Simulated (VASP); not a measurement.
# TiCo (Pm-3m) in VASP: further runs

The runs below take TiCo through single point, with PBE.

All numbers are computed with VASP 6.6.1; they aren't measurements. Logs are shortened: lines on timing, memory, paths and dates and some standing lists are left out, and cuts for length are marked.

## 1. The cell of the first run

The structure is cubic, space group Pm-3m (No. 221). The conventional cell has a = 2.986 Å, b = 2.986 Å, c = 2.986 Å, α = 90.00°, β = 90.00°, γ = 90.00°. Within 3.4 Å of Ti (site symmetry m-3m) lie 8 Co at 2.59 Å and 6 Ti at 2.99 Å. Within 3.4 Å of Co (site symmetry m-3m) lie 8 Ti at 2.59 Å and 6 Co at 2.99 Å.

## 2. Single point, PBE

INCAR

```
PREC = Accurate
ENCUT = 520
EDIFF = 1E-6
ISMEAR = -1
SIGMA = 0.03
LREAL = False
LASPH = True
NELM = 100
ALGO = Normal
ISIF = 2
LWAVE = False
LCHARG = True
GGA = PE
LELF = True
LVHAR = True
NBANDS = 18
```

KPOINTS

```
regular mesh
0
Gamma
  13 13 13
```

POSCAR

```
TiCo
1.0
    2.9861109900      0.0000000000      0.0000000000
    0.0000000000      2.9861109900      0.0000000000
    0.0000000000      0.0000000000      2.9861109900
Ti Co
1 1
Direct
    0.0000000000      0.0000000000      0.0000000000
    0.5000000000      0.5000000000      0.5000000000
```

Potentials or basis: VASP PAW PBE potentials, release 64 (Ti_sv, Co).

Command:

```console
$ cat potpaw_PBE.64/Ti_sv/POTCAR potpaw_PBE.64/Co/POTCAR > POTCAR
$ mpirun -np 1 vasp_std > vasp.out
```

OUTCAR:

```text
PREC = Accurate
   ENCUT = 520
   EDIFF = 1E-6
   ISMEAR = -1
   LREAL = False
   LASPH = True
   NELM = 100
   ISIF = 2
   GGA = PE

 ion  position               nearest neighbor table
   1  0.000  0.000  0.000-   2 2.59   2 2.59   2 2.59   2 2.59   2 2.59   2 2.59   2 2.59   2 2.59

   2  0.500  0.500  0.500-   1 2.59   1 2.59   1 2.59   1 2.59   1 2.59   1 2.59   1 2.59   1 2.59

  LATTYP: Found a simple cubic cell.
 ALAT       =     2.9861109900

  Lattice vectors:

 A1 = (   2.9861109900,   0.0000000000,   0.0000000000)
 A2 = (   0.0000000000,   2.9861109900,   0.0000000000)
 A3 = (   0.0000000000,   0.0000000000,   2.9861109900)

Analysis of symmetry for initial positions (statically):
=====================================================================
 Subroutine PRICEL returns:
 Original cell was already a primitive cell.

 Routine SETGRP: Setting up the symmetry group for a
 simple cubic supercell.

 Subroutine GETGRP returns: Found 48 space group operations
 (whereof 48 operations were pure point group operations)
 out of a pool of 48 trial point group operations.

The static configuration has the point symmetry O_h .

Analysis of symmetry for dynamics (positions and initial velocities):
=====================================================================
 Subroutine PRICEL returns:
 Original cell was already a primitive cell.

 Routine SETGRP: Setting up the symmetry group for a
 simple cubic supercell.

 Subroutine GETGRP returns: Found 48 space group operations
 (whereof 48 operations were pure point group operations)
 out of a pool of 48 trial point group operations.

The dynamic configuration has the point symmetry O_h .

 Subroutine INISYM returns: Found 48 space group operations
 (whereof 48 operations are pure point group operations),
 and found     1 'primitive' translations

----------------------------------------------------------------------------------------

                                     Primitive cell

  volume of cell :      26.6267

  direct lattice vectors                    reciprocal lattice vectors
     2.986110990  0.000000000  0.000000000     0.334883735  0.000000000  0.000000000
     0.000000000  2.986110990  0.000000000     0.000000000  0.334883735  0.000000000
     0.000000000  0.000000000  2.986110990     0.000000000  0.000000000  0.334883735

  length of vectors
     2.986110990  2.986110990  2.986110990     0.334883735  0.334883735  0.334883735

  position of ions in fractional coordinates (direct lattice)
     0.000000000  0.000000000  0.000000000
     0.500000000  0.500000000  0.500000000

  ion indices of the primitive-cell ions
   primitive index   ion index
                 1           1
                 2           2

----------------------------------------------------------------------------------------

 KPOINTS: regular mesh

Automatic generation of k-mesh.
 Grid dimensions read from file:
 generate k-points for:   13   13   13

 Generating k-lattice:

  Cartesian coordinates                     Fractional coordinates (reciprocal lattice)
     0.025760287  0.000000000  0.000000000     0.076923077  0.000000000  0.000000000
     0.000000000  0.025760287  0.000000000     0.000000000  0.076923077  0.000000000
     0.000000000  0.000000000  0.025760287     0.000000000  0.000000000  0.076923077

  Length of vectors
     0.025760287  0.025760287  0.025760287

  Shift w.r.t. Gamma in fractional coordinates (k-lattice)
     0.000000000  0.000000000  0.000000000

 Subroutine IBZKPT returns following result:
 ===========================================

 Found     84 irreducible k-points:

 Following reciprocal coordinates:
            Coordinates               Weight
  0.000000  0.000000  0.000000      1.000000
  0.076923  0.000000  0.000000      6.000000
  0.153846  0.000000  0.000000      6.000000
  0.230769  0.000000  0.000000      6.000000
  0.307692  0.000000  0.000000      6.000000
  0.384615  0.000000  0.000000      6.000000
[... 16 lines left out ...]
  0.307692  0.307692  0.000000     12.000000
  0.384615  0.307692  0.000000     24.000000
 [... further k-points ...]
   k-points           NKPTS =     84   k-points in BZ     NKDIM =     84   number of bands    NBANDS=     18
   number of dos      NEDOS =    301   number of ions     NIONS =      2
   total plane-waves  NPLWV =  13824
   dimension x,y,z NGX =    24 NGY =   24 NGZ =   24
   dimension x,y,z NGXF=    48 NGYF=   48 NGZF=   48
   ions per type =               1   1
   NGX,Y,Z   is equivalent  to a cutoff of  13.36, 13.36, 13.36 a.u.
   NGXF,Y,Z  is equivalent  to a cutoff of  26.72, 26.72, 26.72 a.u.
 SYSTEM =  unknown system
   PREC   = accura    normal or accurate (medium, high low for compatibility)
   ISTART =      0    job   : 0-new  1-cont  2-samecut
   ICHARG =      2    charge: 1-file 2-atom 10-const
   ISPIN  =      1    spin polarized calculation?
   LNONCOLLINEAR =      F non collinear calculations
   LSORBIT =      F    spin-orbit coupling
   LASPH  =      T    aspherical Exc in radial PAW
   ENCUT  =  520.0 eV  38.22 Ry    6.18 a.u.   5.55  5.55  5.55*2*pi/ulx,y,z
   NELM   =    100;   NELMIN=  2; NELMDL= -5     # of ELM steps
   EDIFF  = 0.1E-05   stopping-criterion for ELM
   LREAL  =      F    real-space projection
   EDIFFG = 0.1E-04   stopping-criterion for IOM
   NSW    =      0    number of steps for IOM
   IBRION =     -1    ionic relax: 0-MD 1-quasi-New 2-CG
   NFREE  =      0    steps in history (QN), initial steepest desc. (CG)
   ISIF   =      2    stress and relaxation
   ISYM   =      2    0-nonsym 1-usesym 2-fastsym
   POTIM  = 0.5000    time-step for ionic-motion
   TEBEG  =    0.0;   TEEND  =   0.0 temperature during run
   PSTRESS=    0.0 pullay stress
   NELECT =      21.0000    total number of electrons
   NUPDOWN=      -1.0000    fix difference up-down
   EMIN   =  10.00;   EMAX   =-10.00  energy-range for DOS
   EFERMI =   0.00;   METHOD = LEGACY
   ISMEAR =    -1;   SIGMA  =   0.03  broadening in eV -4-tet -1-fermi 0-gaus
   EFERMI_NEDOS =   21; number of points for ismear=-14 and -15
   IALGO  =     38    algorithm
   IMIX   =      4    mixing-type and parameters
     AMIX     =   0.40;   BMIX     =  1.00
     AMIX_MAG =   1.60;   BMIX_MAG =  1.00
  volume/ion in A,a.u.               =      13.31        89.84
  Fermi-wavevector in a.u.,A,eV,Ry     =   1.512546  2.858298 31.127355  2.287796
  Thomas-Fermi vector in A             =   2.622456
   LORBIT       =      0    0 simple, 1 ext, 2 COOP (PROOUT), +10 PAW based schemes
   GGA     = PE    functional components
   LHFCALC =     F    Hartree Fock is set to
   AEXX    =    0.0000 exact exchange contribution
   IVDW    =     0    specifies the selected vdW correction
   LEPSILON=     F    determine dielectric tensor
   LRPA    =     F    only Hartree local field effects (RPA)
 non-spin polarized calculation
  energy-cutoff  :      520.00
  volume of cell :       26.63
 maximum number of plane-waves:       739
 NGX is ok and might be reduce to    24
   NGX = 11   NGY = 11   NGZ = 11

 number of electron      20.9999983 magnetization

 Free energy of the ion-electron system (eV)
  ---------------------------------------------------
  ext. energy  EPLUGINS =         0.00000000
  ---------------------------------------------------
  free energy    TOTEN  =       -15.63901757 eV

  energy without entropy =      -15.63117023  energy(sigma->0) =      -15.63509390

 E-fermi :   9.8936     XC(G=0): -12.5725

 val. band max:        9.8915216323   @ k =   0.4615   0.1538   0.0769
 cond. band min:       9.8977438929   @ k =   0.3846   0.1538   0.0000
 fundamental gap:      0.0062222607
 Fermi energy:         9.8935623806

 k-point     1 :       0.0000    0.0000    0.0000
  band No.  band energies     occupation
      1     -47.3172      2.00000
      2     -23.4076      2.00000
      3     -23.4076      2.00000
      4     -23.4076      2.00000
      5       2.2462      2.00000
      6       6.1725      2.00000
[... 10 lines left out ...]
     17      18.8803      0.00000
     18      18.8803      0.00000

 k-point     2 :       0.0769    0.0000    0.0000
  band No.  band energies     occupation
      1     -47.3154      2.00000
      2     -23.4250      2.00000
      3     -23.4063      2.00000
      4     -23.4063      2.00000
      5       2.3637      2.00000
      6       6.2252      2.00000
[... 10 lines left out ...]
     17      19.1573      0.00000
     18      19.1573      0.00000

 k-point     3 :       0.1538    0.0000    0.0000
  band No.  band energies     occupation
      1     -47.3104      2.00000
      2     -23.4730      2.00000
      3     -23.4028      2.00000
      4     -23.4028      2.00000
      5       2.7089      2.00000
      6       6.3686      2.00000
[... 10 lines left out ...]
     17      19.9076      0.00000
     18      19.9076      0.00000

 k-point     4 :       0.2308    0.0000    0.0000
  band No.  band energies     occupation
      1     -47.3033      2.00000
      2     -23.5401      2.00000
      3     -23.3979      2.00000
      4     -23.3979      2.00000
      5       3.2600      2.00000
      6       6.5505      2.00000
[... 375 lines left out ...]
      4     -23.3737      2.00000
      5       5.7955      2.00000
      6       6.4176      2.00000
[... 10 lines left out ...]
     17      20.3322      0.00000
     18      21.9079      0.00000

 k-point    23 :       0.3077    0.3077    0.0000
  band No.  band energies     occupation
      1     -47.2758      2.00000
      2     -23.5898      2.00000
      3     -23.5787      2.00000
      4     -23.3751      2.00000
      5       5.1228      2.00000
      6       6.6259      2.00000
[... 10 lines left out ...]
     17      18.3103      0.00000
     18      22.7251      0.00000

 k-point    24 :       0.3846    0.3077    0.0000
  band No.  band energies     occupation
      1     -47.2700      2.00000
      2     -23.6393      2.00000
      3     -23.5763      2.00000
      4     -23.3700      2.00000
      5       5.4994      2.00000
      6       6.4731      2.00000
[... 10 lines left out ...]
     17      18.6237      0.00000
     18      21.5362      0.00000

 [... further k-points ...]

------------------------ aborting loop because EDIFF is reached ----------------------------------------

  FORCE on cell =-STRESS in cart. coord.  units (eV):
  Direction    XX          YY          ZZ          XY          YZ          ZX
  --------------------------------------------------------------------------------------
  -------------------------------------------------------------------------------------
  Total       -0.4869564     -0.4869564     -0.4869564      0.0000000      0.0000000     -0.0000000
  in kB      -29.3010284    -29.3010284    -29.3010284      0.0000000      0.0000000     -0.0000000
  external PRESSURE =     -29.3010284 kB  Pullay stress =       0.0000000 kB

 VOLUME and BASIS-vectors are now :
 -----------------------------------------------------------------------------
  energy-cutoff  :      520.00
  volume of cell :       26.63
      direct lattice vectors                 reciprocal lattice vectors
     2.986110990  0.000000000  0.000000000     0.334883735  0.000000000  0.000000000
     0.000000000  2.986110990  0.000000000     0.000000000  0.334883735  0.000000000
     0.000000000  0.000000000  2.986110990     0.000000000  0.000000000  0.334883735

 POSITION                                       TOTAL-FORCE (eV/Angst)
 -----------------------------------------------------------------------------------
      0.00000      0.00000      0.00000         0.000000      0.000000      0.000000
      1.49306      1.49306      1.49306         0.000000      0.000000      0.000000
 -----------------------------------------------------------------------------------
    total drift:                                0.000000      0.000000     -0.000000

  FREE ENERGIE OF THE ION-ELECTRON SYSTEM (eV)
  ---------------------------------------------------
  free  energy   TOTEN  =       -15.6390175675 eV

  energy  without entropy=      -15.6311702309  energy(sigma->0) =      -15.63509390
```

Wall time 46 s (1 thread of Intel Xeon 8259CL, shared host); peak memory 0.17 GiB.

Results:

```yaml
Free_energy: -15.6390 eV
Pressure: -2.9 GPa
Band_gap_on_the_k_mesh: zero (an odd number of electrons rules out a gap without spin polarisation)
```

Levels at points of the mesh, in eV from the Fermi level:
```csv
k point,band 8,band 9,band 10,band 11,band 12,band 13
"(0.00, 0.00, 0.00)",-1.43,-1.43,-1.43,0.78,0.78,2.70
```

Caveat: the run has no spin polarisation, though such a crystal can be magnetic. Spin polarisation is off, so any magnetic state and its effect on volume and gap are missing.

## 3. Single point, PBE, collinear spin, ferromagnetic start

INCAR

```
SYSTEM = TiCo
  PREC = Accurate
  ENCUT = 520
  EDIFF = 1E-7
  ISMEAR = -1
  SIGMA = 0.03
  LREAL = .FALSE.
  LASPH = .TRUE.
  NELM = 150
  ALGO = Normal
  ISIF = 2
  LWAVE = .FALSE.
  LCHARG = .FALSE.
  ISPIN = 2
  MAGMOM = 0 1
  LORBIT = 11
  LMAXMIX = 4
  GGA = PE
  NBANDS = 22
```

KPOINTS

```
regular mesh
0
G
  13 13 13
  0 0 0
```

POSCAR is that of step 2.

Potentials or basis: VASP PAW PBE potentials, release 64 (Ti_sv, Co).

Command:

```console
$ cat potpaw_PBE.64/Ti_sv/POTCAR potpaw_PBE.64/Co/POTCAR > POTCAR
$ mpirun -np 1 vasp_std > vasp.out
```

It took 2.4 min on 1 thread of Intel Xeon 8259CL, shared host; peak memory 0.21 GiB.

It converged, with:

| Property | Result |
| --- | --- |
| Free energy | -15.6799 eV |
| Pressure | -0.6 GPa |
| Net moment | 0.88 μB per cell |
| Site moments | Ti -0.03; Co +0.96 μB |
| Valence electrons inside the program's atomic spheres | Ti 10.29; Co 8.29 |

Levels at points of the mesh, in eV from the Fermi level:
Spin up:
```tsv
k point	band 9	band 10	band 11	band 12	band 13	band 14
(0.00, 0.00, 0.00)	-1.88	-1.88	0.47	0.47	2.67	2.67
```
Spin down:
| k point | band 8 | band 9 | band 10 | band 11 | band 12 | band 13 |
| --- | --- | --- | --- | --- | --- | --- |
| (0.00, 0.00, 0.00) | -1.32 | -1.32 | -1.32 | 1.04 | 1.04 | 2.76 |

## 4. Single point, PBE, collinear spin, ferromagnetic start

INCAR

```
SYSTEM = TiCo
PREC     = Accurate       ! precision mode
ENCUT    = 520            ! plane-wave cutoff, eV
EDIFF    = 1E-7           ! SCF threshold, eV
ISMEAR   = -1             ! smearing method
SIGMA    = 0.03           ! smearing width, eV
LREAL    = .FALSE.        ! projectors in reciprocal space
LASPH    = .TRUE.         ! aspherical terms in the spheres
NELM     = 150            ! most SCF steps
ALGO     = Normal         ! electronic algorithm
ISIF     = 2              ! what is computed and relaxed
LWAVE    = .FALSE.        ! write WAVECAR
LCHARG   = .FALSE.        ! write CHGCAR
ISPIN    = 2              ! spin polarisation
MAGMOM   = 0 0.22         ! initial moments
LORBIT   = 11             ! projections on sites
NUPDOWN  = 0.22           ! fixed moment
LMAXMIX  = 4              ! l up to which the mixer works
GGA      = PE             ! functional
NBANDS   = 22             ! bands
```

KPOINTS

```
Automatic mesh
0
G
  13 13 13
  0 0 0
```

POSCAR is that of step 3.

Command:

```console
$ cat potpaw_PBE.64/Ti_sv/POTCAR potpaw_PBE.64/Co/POTCAR > POTCAR
$ mpirun -np 1 vasp_std > vasp.out
```

Wall time 2.1 min (1 thread of Intel Xeon 8259CL, shared host); peak memory 0.21 GiB.

The run converged. Its results:

| Item | Value |
| --- | --- |
| Free energy | -15.6422 eV |
| Pressure | -2.6 GPa |
| Net moment | 0.22 μB per cell |
| Site moments | Ti -0.07; Co +0.33 μB |
| Valence electrons inside the program's atomic spheres | Ti 10.28; Co 8.31 |

Caveat: the total moment is fixed, so each spin has its own Fermi level and the state may be an excited one.

## 5. Summary

```csv
spin,fixed moment (μB),gap on the mesh (eV),pressure (GPa),moment (μB)
off,-,none,-2.9,-
"collinear, ferromagnetic start",-,none,-0.6,0.88
"collinear, ferromagnetic start",0.22,-,-2.6,0.22
```

Alike in all rows: task single point; level PBE; potentials or basis VASP PAW PBE potentials, release 64 (Ti_sv, Co); cell as given; k mesh 13 × 13 × 13; cutoff (eV) 520; smearing fermi-dirac 0.03 eV.

Caveats: the total moment is fixed, so each spin has its own Fermi level and the state may be an excited one (at least some runs).

Total energies depend on the potentials used, so only differences within one code and one set of settings carry meaning.

The gap in the log of VASP goes by the Fermi energy; the results here count the filled bands.